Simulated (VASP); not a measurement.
TePtSe3, 5 atoms in the cell. The structure is cubic, space group Pm-3m (No. 221). Conventional cell: a = 4.961 Å, b = 4.961 Å, c = 4.961 Å, α = 90.00°, β = 90.00°, γ = 90.00°. Within 4.6 Å of Te (site symmetry m-3m) lie 12 Se at 3.51 Å and 8 Pt at 4.30 Å. Pt (site symmetry m-3m) has 6 Se at 2.48 Å within 3.3 Å. Se (site symmetry 4/mmm) has 2 Pt at 2.48 Å within 3.3 Å. The cell was generated, and may not be a known phase.

- Program: VASP 6.6.1
- Task: relaxation of cell and atoms
- Functional: PBE
- Potentials or basis: VASP PAW PBE potentials, release 64 (Te, Pt, Se)
- Cutoff: 600 eV
- k mesh: 8 × 8 × 8
- Occupations: gaussian, width 0.1 eV
- Spin: no spin polarisation
- Dipole correction: no
- Further INCAR settings: ALGO = Normal; EDIFF = 1e-06; IBRION = 2; EDIFFG = -0.01; NSW = 100; ISIF = 3

Potentials or basis: VASP PAW PBE potentials, release 64 (Te, Pt, Se).

Run with:

```console
$ cat potpaw_PBE.64/Te/POTCAR potpaw_PBE.64/Pt/POTCAR potpaw_PBE.64/Se/POTCAR > POTCAR
$ mpirun -np 1 vasp_std > vasp.out
```

Hardware: 1 thread of Intel(R) Xeon(R) Platinum 8259CL CPU @ 2.50GHz (Skylake/Cascade Lake), with other jobs on the host.

**Question.** Estimate the wall time of this run.

**Answer.** It took 3.3 min on 1 thread of Intel(R) Xeon(R) Platinum 8259CL CPU @ 2.50GHz (Skylake/Cascade Lake), with other jobs on the host, peak memory 0.34 GiB. Counts: scf iterations 30, k points 35, ion steps 3.
